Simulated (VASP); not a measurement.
# CaZnC2N2 (R-3m) in VASP: notebook

The runs below take CaZnC2N2 through single point, with PBE.

Everything below comes from runs of VASP 6.6.1. Logs are shortened: lines on timing, memory, paths and dates and some standing lists are left out, and cuts for length are marked.

## Step 1: The cell of the first run

Symmetry: R-3m, No. 166, trigonal system. Conventional cell: a = 3.563 Å, b = 3.563 Å, c = 27.705 Å, α = 90.00°, β = 90.00°, γ = 120.00°. Ca (site symmetry -3m) has 6 C at 2.60 Å and 6 N at 3.46 Å and 6 Ca at 3.56 Å within 3.6 Å. Within 2.4 Å of Zn (site symmetry -3m) lie 2 N at 1.84 Å. Within 1.6 Å of C (site symmetry 3m) lie 1 N at 1.19 Å. N (site symmetry 3m) has 1 C at 1.19 Å within 1.6 Å.

## Step 2: Single point, PBE, collinear spin, ferromagnetic start

File INCAR:

```
SYSTEM = CaZnC2N2
ALGO = Normal
EDIFF = 1E-6
ENCUT = 520
GGA = PE
ISIF = 2
ISMEAR = 0
ISPIN = 2
LASPH = .True.
LCHARG = .True.
LELF = .True.
LORBIT = 11
LREAL = .False.
LVHAR = .True.
LWAVE = .False.
MAGMOM = 0 0 1 1 1 1
NBANDS = 33
NELM = 150
PREC = Accurate
SIGMA = 0.1
```

File KPOINTS:

```
k-points
0
Gamma
  6 6 6
  0 0 0
```

File POSCAR:

```
CaZnC2N2
1.0
    1.7815016959      1.0285504837      9.2348979053
   -1.7815016959      1.0285504837      9.2348979053
    0.0000000000     -2.0571009674      9.2348979053
Ca Zn C N
1 1 2 2
Direct
    0.0000000000      0.0000000000      0.0000000000
    0.5000000000      0.5000000000      0.5000000000
    0.3904411553      0.3904411553      0.3904411553
    0.6095588447      0.6095588447      0.6095588447
    0.4335633950      0.4335633950      0.4335633950
    0.5664366050      0.5664366050      0.5664366050
```

Potentials or basis: VASP PAW PBE potentials, release 64 (Ca_sv, Zn, C, N).

Launch:

```
cat potpaw_PBE.64/Ca_sv/POTCAR potpaw_PBE.64/Zn/POTCAR potpaw_PBE.64/C/POTCAR potpaw_PBE.64/N/POTCAR > POTCAR
mpirun -np 1 vasp_std > vasp.out
```

OUTCAR:

```text
SYSTEM = CaZnC2N2
   EDIFF = 1E-6
   ENCUT = 520
   GGA = PE
   ISIF = 2
   ISMEAR = 0
   ISPIN = 2
   LASPH = .True.
   LORBIT = 11
   LREAL = .False.
   NELM = 150
   PREC = Accurate

 ion  position               nearest neighbor table
   1  0.000  0.000  0.000-   4 2.60   4 2.60   3 2.60   3 2.60   4 2.60   3 2.60
   2  0.500  0.500  0.500-   5 1.84   6 1.84
   3  0.390  0.390  0.390-   5 1.19   1 2.60   1 2.60   1 2.60
   4  0.610  0.610  0.610-   6 1.19   1 2.60   1 2.60   1 2.60
   5  0.434  0.434  0.434-   3 1.19   2 1.84
   6  0.566  0.566  0.566-   4 1.19   2 1.84

  LATTYP: Found a trigonal (rhomboedric) cell.
 ALAT       =     9.4612369018
 COS(alpha) =     0.9290901377

  Lattice vectors:

 A1 = (   1.7815016959,   1.0285504837,   9.2348979053)
 A2 = (  -1.7815016959,   1.0285504837,   9.2348979053)
 A3 = (   0.0000000000,  -2.0571009674,   9.2348979053)

Analysis of symmetry for initial positions (statically):
=====================================================================
 Subroutine PRICEL returns:
 Original cell was already a primitive cell.

 Routine SETGRP: Setting up the symmetry group for a
 trigonal (rhombohedral) supercell.

 Subroutine GETGRP returns: Found 12 space group operations
 (whereof 12 operations were pure point group operations)
 out of a pool of 12 trial point group operations.

The static configuration has the point symmetry D_3d.

Analysis of symmetry for dynamics (positions and initial velocities):
=====================================================================
 Subroutine PRICEL returns:
 Original cell was already a primitive cell.

 Routine SETGRP: Setting up the symmetry group for a
 trigonal (rhombohedral) supercell.

 Subroutine GETGRP returns: Found 12 space group operations
 (whereof 12 operations were pure point group operations)
 out of a pool of 12 trial point group operations.

The dynamic configuration has the point symmetry D_3d.

Analysis of structural, dynamic, and magnetic symmetry:
=====================================================================
 Subroutine PRICEL returns:
 Original cell was already a primitive cell.

 Routine SETGRP: Setting up the symmetry group for a
 trigonal (rhombohedral) supercell.

 Subroutine GETGRP returns: Found 12 space group operations
 (whereof 12 operations were pure point group operations)
 out of a pool of 12 trial point group operations.

The overall configuration has the point symmetry D_3d.

 Subroutine INISYM returns: Found 12 space group operations
 (whereof 12 operations are pure point group operations),
 and found     1 'primitive' translations

----------------------------------------------------------------------------------------

                                     Primitive cell

  volume of cell :     101.5302

  direct lattice vectors                    reciprocal lattice vectors
     1.781501696  1.028550484  9.234897905     0.280662096  0.162040337  0.036094967
    -1.781501696  1.028550484  9.234897905    -0.280662096  0.162040337  0.036094967
     0.000000000 -2.057100967  9.234897905     0.000000000 -0.324080673  0.036094967

  length of vectors
     9.461236902  9.461236902  9.461236902     0.326084543  0.326084543  0.326084543

  position of ions in fractional coordinates (direct lattice)
     0.000000000  0.000000000  0.000000000
     0.500000000  0.500000000  0.500000000
     0.390441155  0.390441155  0.390441155
     0.609558845  0.609558845  0.609558845
     0.433563395  0.433563395  0.433563395
     0.566436605  0.566436605  0.566436605

  ion indices of the primitive-cell ions
   primitive index   ion index
                 1           1
                 2           2
                 3           3
                 4           4
                 5           5
                 6           6

----------------------------------------------------------------------------------------

 KPOINTS: k-points

Automatic generation of k-mesh.
 Grid dimensions read from file:
 generate k-points for:    6    6    6

 Generating k-lattice:

  Cartesian coordinates                     Fractional coordinates (reciprocal lattice)
     0.046777016  0.027006723  0.006015828     0.166666667  0.000000000  0.000000000
    -0.046777016  0.027006723  0.006015828     0.000000000  0.166666667  0.000000000
     0.000000000 -0.054013446  0.006015828     0.000000000  0.000000000  0.166666667

  Length of vectors
     0.054347424  0.054347424  0.054347424

  Shift w.r.t. Gamma in fractional coordinates (k-lattice)
     0.000000000  0.000000000  0.000000000

 Subroutine IBZKPT returns following result:
 ===========================================

 Found     32 irreducible k-points:

 Following reciprocal coordinates:
            Coordinates               Weight
  0.000000  0.000000  0.000000      1.000000
  0.166667  0.000000 -0.000000      6.000000
  0.333333  0.000000 -0.000000      6.000000
  0.500000  0.000000 -0.000000      3.000000
  0.166667  0.166667 -0.000000      6.000000
  0.333333  0.166667 -0.000000     12.000000
[... 16 lines left out ...]
  0.500000  0.500000  0.166667      6.000000
 -0.333333  0.500000  0.166667     12.000000
 [... further k-points ...]
   k-points           NKPTS =     32   k-points in BZ     NKDIM =     32   number of bands    NBANDS=     33
   number of dos      NEDOS =    301   number of ions     NIONS =      6
   total plane-waves  NPLWV = 343000
   dimension x,y,z NGX =    70 NGY =   70 NGZ =   70
   dimension x,y,z NGXF=   140 NGYF=  140 NGZF=  140
   ions per type =               1   1   2   2
   NGX,Y,Z   is equivalent  to a cutoff of  12.30, 12.30, 12.30 a.u.
   NGXF,Y,Z  is equivalent  to a cutoff of  24.60, 24.60, 24.60 a.u.
 SYSTEM =  CaZnC2N2
   PREC   = accura    normal or accurate (medium, high low for compatibility)
   ISTART =      0    job   : 0-new  1-cont  2-samecut
   ICHARG =      2    charge: 1-file 2-atom 10-const
   ISPIN  =      2    spin polarized calculation?
   LNONCOLLINEAR =      F non collinear calculations
   LSORBIT =      F    spin-orbit coupling
   LASPH  =      T    aspherical Exc in radial PAW
   ENCUT  =  520.0 eV  38.22 Ry    6.18 a.u.  17.59 17.59 17.59*2*pi/ulx,y,z
   NELM   =    150;   NELMIN=  2; NELMDL= -5     # of ELM steps
   EDIFF  = 0.1E-05   stopping-criterion for ELM
   LREAL  =      F    real-space projection
[... 7 lines left out ...]
   TEBEG  =    0.0;   TEEND  =   0.0 temperature during run
   PSTRESS=    0.0 pullay stress
   NELECT =      40.0000    total number of electrons
   NUPDOWN=      -1.0000    fix difference up-down
   EMIN   =  10.00;   EMAX   =-10.00  energy-range for DOS
   EFERMI =   0.00;   METHOD = LEGACY
   ISMEAR =     0;   SIGMA  =   0.10  broadening in eV -4-tet -1-fermi 0-gaus
   EFERMI_NEDOS =   21; number of points for ismear=-14 and -15
   IALGO  =     38    algorithm
   IMIX   =      4    mixing-type and parameters
     AMIX     =   0.40;   BMIX     =  1.00
     AMIX_MAG =   1.60;   BMIX_MAG =  1.00
  volume/ion in A,a.u.               =      16.92       114.19
  Fermi-wavevector in a.u.,A,eV,Ry     =   1.200134  2.267925 19.596767  1.440322
  Thomas-Fermi vector in A             =   2.335978
   LORBIT       =     11    0 simple, 1 ext, 2 COOP (PROOUT), +10 PAW based schemes
   GGA     = PE    functional components
   LHFCALC =     F    Hartree Fock is set to
   AEXX    =    0.0000 exact exchange contribution
   IVDW    =     0    specifies the selected vdW correction
   LEPSILON=     F    determine dielectric tensor
   LRPA    =     F    only Hartree local field effects (RPA)
 spin polarized calculation
 Gauss-broadening in eV      SIGMA  =   0.10
  energy-cutoff  :      520.00
  volume of cell :      101.53
 maximum number of plane-waves:      2761
   NGX = 35   NGY = 35   NGZ = 35

 number of electron      40.0000000 magnetization       0.0002350

 Free energy of the ion-electron system (eV)
  ---------------------------------------------------
  ext. energy  EPLUGINS =         0.00000000
  ---------------------------------------------------
  free energy    TOTEN  =       -36.59462925 eV

  energy without entropy =      -36.58185020  energy(sigma->0) =      -36.58823972

 E-fermi :   2.5998     XC(G=0):  -8.9181

 val. band max:        2.5963385209   @ k =   0.1667   0.1667  -0.0000
 cond. band min:       2.6310417957   @ k =   0.3333   0.1667   0.1667
 fundamental gap:      0.0347032749
 Fermi energy:         2.5997785564

 spin component 1

 k-point     1 :       0.0000    0.0000    0.0000
  band No.  band energies     occupation
      1     -38.9550      1.00000
      2     -20.0676      1.00000
      3     -19.8675      1.00000
      4     -19.8675      1.00000
      5     -17.0705      1.00000
      6     -16.9381      1.00000
[... 829 lines left out ...]
     31       8.7371      0.00000
     32       9.7795      0.00000

 [... further k-points ...]

 spin component 2

 k-point     1 :       0.0000    0.0000    0.0000
  band No.  band energies     occupation
      1     -38.9551      1.00000
      2     -20.0677      1.00000
      3     -19.8676      1.00000
      4     -19.8676      1.00000
      5     -17.0705      1.00000
      6     -16.9382      1.00000
[... 829 lines left out ...]
     31       8.7371      0.00000
     32       9.7794      0.00000

 [... further k-points ...]

 [bands above 32 left out]

------------------------ aborting loop because EDIFF is reached ----------------------------------------

  FORCE on cell =-STRESS in cart. coord.  units (eV):
  Direction    XX          YY          ZZ          XY          YZ          ZX
  --------------------------------------------------------------------------------------
  -------------------------------------------------------------------------------------
  Total        0.0140852      0.0140852      0.9546662      0.0000000      0.0000000      0.0000000
  in kB        0.2222684      0.2222684     15.0649231      0.0000000      0.0000000      0.0000000
  external PRESSURE =       5.1698200 kB  Pullay stress =       0.0000000 kB

 VOLUME and BASIS-vectors are now :
 -----------------------------------------------------------------------------
  energy-cutoff  :      520.00
  volume of cell :      101.53
      direct lattice vectors                 reciprocal lattice vectors
     1.781501696  1.028550484  9.234897905     0.280662096  0.162040337  0.036094967
    -1.781501696  1.028550484  9.234897905    -0.280662096  0.162040337  0.036094967
     0.000000000 -2.057100967  9.234897905     0.000000000 -0.324080673  0.036094967

 POSITION                                       TOTAL-FORCE (eV/Angst)
 -----------------------------------------------------------------------------------
      0.00000      0.00000      0.00000         0.000000     -0.000000      0.000000
      0.00000      0.00000     13.85235         0.000000     -0.000000      0.000000
      0.00000      0.00000     10.81705         0.000000      0.000000     -0.255279
      0.00000      0.00000     16.88764         0.000000     -0.000000      0.255279
      0.00000      0.00000     12.01174         0.000000      0.000000      0.185006
      0.00000      0.00000     15.69295         0.000000     -0.000000     -0.185006
 -----------------------------------------------------------------------------------
    total drift:                                0.000000     -0.000000      0.000000

  FREE ENERGIE OF THE ION-ELECTRON SYSTEM (eV)
  ---------------------------------------------------
  free  energy   TOTEN  =       -36.5946292450 eV

  energy  without entropy=      -36.5818501982  energy(sigma->0) =      -36.58823972

 total charge

# of ion       s       p       d       tot
------------------------------------------
    1        2.045   5.857   0.277   8.180
    2        0.515   0.522   9.784  10.821
    3        0.943   1.615   0.000   2.558
    4        0.943   1.615   0.000   2.558
    5        1.291   2.568   0.000   3.860
    6        1.291   2.568   0.000   3.860
--------------------------------------------------
tot          7.029  14.746  10.061  31.835

 magnetization (x)

# of ion       s       p       d       tot
------------------------------------------
    1       -0.000  -0.000  -0.000  -0.000
    2        0.000   0.000   0.000   0.000
    3        0.000   0.000   0.000   0.000
    4        0.000   0.000   0.000   0.000
    5        0.000  -0.000   0.000   0.000
    6        0.000  -0.000   0.000   0.000
--------------------------------------------------
tot          0.000   0.000  -0.000   0.000
```

Run time: 18 min. Hardware: 1 thread of AMD EPYC 9R45 (Zen 5), shared host; peak memory 0.99 GiB.

What came out:

```
Free energy                                           : -36.5946 eV
Pressure                                              : 0.5 GPa
Largest force                                         : 0.255 eV/Å
Band gap on the k mesh                                : zero (filled and empty bands overlap)
Net moment                                            : 0.00 μB per cell
Valence electrons inside the program's atomic spheres : Ca 8.18; Zn 10.82; C 2.56; N 3.86
```

Forces on the atoms (eV/Å):
```
Ca   0.000  0.000  0.000
Zn   0.000  0.000  0.000
C    0.000  0.000 -0.255
C    0.000  0.000  0.255
N    0.000  0.000  0.185
N    0.000  0.000 -0.185
```

Levels at points of the mesh, in eV from the Fermi level:
Spin up:
```csv
k point,band 16,band 17,band 18,band 19,band 20,band 21,band 22,band 23,band 24,band 25
"(0.00, 0.00, 0.00)",-5.13,-5.13,-4.97,-4.97,0.05,1.15,1.15,1.80,2.68,2.68
"(0.50, 0.00, 0.00)",-5.89,-5.52,-5.42,-5.12,-1.36,1.03,1.05,1.08,2.44,2.69
"(0.50, 0.50, 0.00)",-5.73,-5.47,-5.44,-5.22,-0.66,-0.46,1.39,1.93,1.97,2.67
"(0.50, 0.50, 0.50)",-5.24,-5.24,-4.85,-4.85,0.29,0.95,0.95,1.56,3.08,3.08
```
Spin down:
```
           k point  band 18  band 19  band 20  band 21  band 22  band 23
(0.00, 0.00, 0.00)    -4.97    -4.97     0.05     1.15     1.15     1.80
(0.50, 0.00, 0.00)    -5.42    -5.12    -1.36     1.03     1.05     1.08
(0.50, 0.50, 0.00)    -5.44    -5.22    -0.66    -0.46     1.39     1.93
(0.50, 0.50, 0.50)    -4.85    -4.85     0.29     0.95     0.95     1.56
```

## Step 3: Single point, PBE

This run uses another cell than the first one, of 17.00 Å³/atom.

File INCAR:

```
ALGO = Normal
EDIFF = 1E-6
ENCUT = 520
GGA = PE
ISIF = 2
ISMEAR = 0
LASPH = T
LCHARG = F
LREAL = F
LWAVE = F
NBANDS = 29
NELM = 100
PREC = Accurate
SIGMA = 0.1
```

File KPOINTS:

```
k-points
0
Gamma
  12 12 12
```

File POSCAR:

```
CaZnC2N2
1.0
    1.7818477277      1.0287502652      9.2737562138
   -1.7818477277      1.0287502652      9.2737562138
    0.0000000000     -2.0575005305      9.2737562138
Ca Zn C N
1 1 2 2
Direct
    0.0000000000      0.0000000000      0.0000000000
    0.5000000000      0.5000000000      0.5000000000
    0.3900292298      0.3900292298      0.3900292298
    0.6099707702      0.6099707702      0.6099707702
    0.4329063878      0.4329063878      0.4329063878
    0.5670936122      0.5670936122      0.5670936122
```

Potentials or basis: VASP PAW PBE potentials, release 64 (Ca_sv, Zn, C, N).

Launch:

```
cat potpaw_PBE.64/Ca_sv/POTCAR potpaw_PBE.64/Zn/POTCAR potpaw_PBE.64/C/POTCAR potpaw_PBE.64/N/POTCAR > POTCAR
mpirun -np 1 vasp_std > vasp.out
```

Run time: 39 min. Hardware: 1 thread of AMD EPYC 9R45 (Zen 5), shared host; peak memory 1.1 GiB.

Results (log left out):

| Quantity | Value |
| --- | --- |
| Free energy | -36.5973 eV |
| Pressure | 0.5 GPa |
| Largest force | 0.262 eV/Å |
| Band gap on the k mesh | zero (bands 20 and 21 overlap by 0.65 eV) |

Forces in eV/Å, atoms in the order of the input:
```
Ca   0.000  0.000  0.000
Zn   0.000  0.000  0.000
C    0.000  0.000 -0.262
C    0.000  0.000  0.262
N    0.000  0.000  0.216
N    0.000  0.000 -0.216
```

Stress tensor (GPa, compression positive):
```
0.04 0.00 0.00
0.00 0.04 0.00
0.00 0.00 1.45
```

Levels at points of the mesh, in eV from the Fermi level:
```
           k point  band 17  band 18  band 19  band 20  band 21  band 22  band 23  band 24
(0.00, 0.00, 0.00)    -5.08    -4.95    -4.95    -0.03     1.15     1.15     1.78     2.76
(0.50, 0.00, 0.00)    -5.47    -5.38    -5.10    -1.29     1.07     1.09     1.10     2.48
(0.50, 0.50, 0.00)    -5.45    -5.39    -5.19    -0.57    -0.44     1.42     1.97     2.01
(0.50, 0.50, 0.50)    -5.19    -4.83    -4.83     0.20     0.97     0.97     1.56     3.13
```

The gap in the log of VASP goes by the Fermi energy; the results here count the filled bands.